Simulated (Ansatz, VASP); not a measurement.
## One calculation of Cu, two programs

The input INCAR:

```
SYSTEM = Cu
PREC = Accurate ; ENCUT = 520
EDIFF = 1E-8 ; ISMEAR = -1
SIGMA = 0.08 ; LREAL = .FALSE.
LASPH = .TRUE. ; NELM = 60
ALGO = Normal ; ISIF = 2
LWAVE = .FALSE. ; LCHARG = .FALSE.
GGA = PE ; LEFG = .TRUE.
NBANDS = 12
```

The input KPOINTS:

```
Automatic mesh
0
G
  19 19 19
  0 0 0
```

The input POSCAR:

```
Cu
1.0
    0.0000000000      1.8429501765      1.8429501765
    1.8429501765      0.0000000000      1.8429501765
    1.8429501765      1.8429501765      0.0000000000
Cu
1
Direct
    0.0000000000      0.0000000000      0.0000000000
```

Input for Ansatz:

```yaml
crystal:
  lattice:
    - [0.0, 1.8429501765, 1.8429501765]
    - [1.8429501765, 0.0, 1.8429501765]
    - [1.8429501765, 1.8429501765, 0.0]
  atoms:
    - { symbol: Cu, position: [0.0, 0.0, 0.0] }
kpoints:
  mp_grid: { grid: [19, 19, 19] }
scf:
  occupations: { method: fermi_dirac, width: 0.08 }
hamiltonian:
  xc: pbe
  pseudopotentials: { kind: all_electron, datasets: crystal }
output:
  forces: true
  stress: true
  eigenvalues: true
  efg: { contact_densities: true }
```

Change from the starting cell: volume scaled by 1.06, crystal datasets.

Alike in both runs: task electric field gradients; functional PBE; k mesh 19 × 19 × 19; occupations fermi-dirac, width 0.08 eV; no spin polarisation.

```csv
,VASP,Ansatz
version,VASP 6.6.1,Ansatz 0.2.0
potentials or method,"VASP PAW PBE potentials, release 64 (Cu), cutoff 520 eV","all-electron PAW with datasets made for the crystal, scalar-relativistic"
```

```tsv
	VASP	Ansatz	Ansatz less VASP
pressure (GPa)	-5.3	-5.8	-0.56
```

Ansatz ran all-electron here, and VASP with PAW potentials.
